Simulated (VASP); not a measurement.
Wanted: the native input for a VASP 6.6.1 run.

```yaml
Task: single point
Functional: PBE
Potentials_or_basis: VASP PAW PBE potentials, release 64 (Mn_pv, O)
Cutoff: 520 eV
k_mesh: 4 × 4 × 7
Occupations: gaussian, width 0.05 eV
Spin: collinear spin, ferromagnetic start
Starting_moments: "[3.0, 3.0, 0.0, 0.0, 0.0, 0.0] μB"
Hubbard_terms: Mn d U = 8.0 eV, J = 0.5 eV
Dipole_correction: no
LDAUTYPE: 1
Hund's_J: 0.5
Further_INCAR_settings: ALGO = Normal; EDIFF = 1e-07; NBANDS = 38
```

The structure of MnO2 lies in POSCAR:

```
MnO2
1.0
    4.3959987700      0.0000000000      0.0000000000
    0.0000000000      4.3959987700      0.0000000000
    0.0000000000      0.0000000000      2.8709991900
Mn O
2 4
Direct
    0.0000000000      0.0000000000      0.0000000000
    0.5000000000      0.5000000000      0.5000000000
    0.3020000000      0.3020000000      0.0000000000
    0.1980000000      0.8020000000      0.5000000000
    0.6980000000      0.6980000000      0.0000000000
    0.8020000000      0.1980000000      0.5000000000
```

The input as run:

INCAR

```
PREC     = Accurate       # precision mode
ENCUT    = 520            # plane-wave cutoff, eV
EDIFF    = 1E-7           # SCF threshold, eV
ISMEAR   = 0              # smearing method
SIGMA    = 0.05           # smearing width, eV
LREAL    = F              # projectors in reciprocal space
LASPH    = T              # aspherical terms in the spheres
NELM     = 150            # most SCF steps
ALGO     = Normal         # electronic algorithm
ISIF     = 2              # what is computed and relaxed
LWAVE    = F              # write WAVECAR
LCHARG   = T              # write CHGCAR
ISPIN    = 2              # spin polarisation
MAGMOM   = 3 3 0 0 0 0    # initial moments
LORBIT   = 11             # projections on sites
LMAXMIX  = 4              # l up to which the mixer works
LDAU     = T              # DFT+U
LDAUTYPE = 1            
LDAUL    = 2 -1           # shell
LDAUU    = 8 0            # U, eV
LDAUJ    = 0.5 0        
LDAUPRINT= 1            
GGA      = PE             # functional
LELF     = T              # ELF
LVHAR    = T            
NBANDS   = 38             # bands
```

KPOINTS

```
Automatic mesh
0
Gamma
  4 4 7
```

Potentials or basis: VASP PAW PBE potentials, release 64 (Mn_pv, O).

The run is started by

```sh
$ cat potpaw_PBE.64/Mn_pv/POTCAR potpaw_PBE.64/O/POTCAR > POTCAR
$ mpirun -np 1 vasp_std > vasp.out
```

Results of the run:

```json
{
  "Pressure": "19.4 GPa",
  "Largest force": "0.334 eV/Å",
  "Net moment": "6.07 μB per cell",
  "Site moments": "Mn +3.36; O -0.17 μB",
  "Valence electrons inside the program's atomic spheres": "Mn 11.65; O 5.07"
}
```

Caveat: the stress differs along the axes, from 17 to 23 GPa; the run started ferromagnetic, and an antiferromagnetic order may lie lower in energy.

Wall time 3.4 min on 1 thread of Intel Xeon 8259CL (shared host), peak memory 0.24 GiB.
